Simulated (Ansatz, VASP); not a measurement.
# Two plane-wave programs on Sb3Br

```
CELL_PARAMETERS angstrom
0.00000 3.76937 3.76937
3.76937 0.00000 3.76937
3.76937 3.76937 0.00000
ATOMIC_POSITIONS crystal
Sb 0.25000 0.25000 0.25000
Sb 0.75000 0.75000 0.75000
Sb 0.50000 0.50000 0.50000
Br 0.00000 0.00000 0.00000
```

Change from the starting cell: species swapped into the Na3In type (Fm-3m, No. 225).

Alike in both runs: functional PBE; k mesh 10 × 10 × 10; occupations gaussian, width 0.1 eV; no spin polarisation.

Ansatz relaxed the structure, and its values are those at the end. VASP's run is a single point on that final structure, the one shown.

|  | VASP | Ansatz |
| --- | --- | --- |
| version | VASP 6.6.1 | Ansatz 0.2.0 |
| potentials or method | VASP PAW PBE potentials, release 64 (Sb, Br), cutoff 520 eV | scalar-relativistic, plane waves, PAW |
| valence electrons in the cell | 22 | 52 |

```csv
,VASP,Ansatz,Ansatz less VASP
gap on the k mesh at the Fermi level (eV),none,none,-
pressure (GPa),-0.1,0.0,+0.13
```

A gap of «none» marks a metal or a gap that the smearing closes. VASP's potentials hold 22 valence electrons a cell and Ansatz's 52, so a difference there can come from the potentials and not from the codes.

Neither program's run includes spin-orbit coupling.
